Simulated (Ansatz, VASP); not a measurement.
# One calculation of SiC, two programs

```
Si C
1.0
     0.00000    2.19851    2.19851
     2.17814    0.02037    2.17814
     2.17814    2.17814    0.02037
Si C
1 1
Cartesian
  0.0000 0.0000 0.0000
  3.2672 3.2978 3.2978
```

Change from the starting cell: strain +0.0187 x Voigt [0, 0, 0, 1, 0, 0], atoms carried along.

Alike in both runs: task single point; functional r2SCAN; k mesh 10 × 10 × 10; occupations gaussian, width 0.05 eV; no spin polarisation.

|  | VASP | Ansatz |
| --- | --- | --- |
| version | VASP 6.6.1 | Ansatz 0.2.0 |
| potentials or method | VASP PAW PBE potentials, release 64 (Si, C), cutoff 520 eV | scalar-relativistic, plane waves, PAW |
| valence electrons in the cell | 8 | 8 |

Ansatz gave:

| Property | Result |
| --- | --- |
| gap on the k mesh at the Fermi level (eV) | 1.64 |
| least direct gap on the mesh (eV) | 4.88 |
| pressure (GPa) | 0.1 |
| traceless stress, the component that is largest in VASP (GPa) | -5.32 |
| rms of the force components (eV/Å) | 0.083 |

Problem. What did VASP give for the same quantities?

Solution. gap on the k mesh at the Fermi level (eV): 1.65; least direct gap on the mesh (eV): 4.89; pressure (GPa): -0.1; traceless stress, the component that is largest in VASP (GPa): -5.34; rms of the force components (eV/Å): 0.082.

VASP's potentials were made for PBE, not for r2SCAN. Atom by atom the forces differ by 0.001 eV/Å (rms over components). The functional is the same, so the differences come from potentials, cutoffs and numerics.
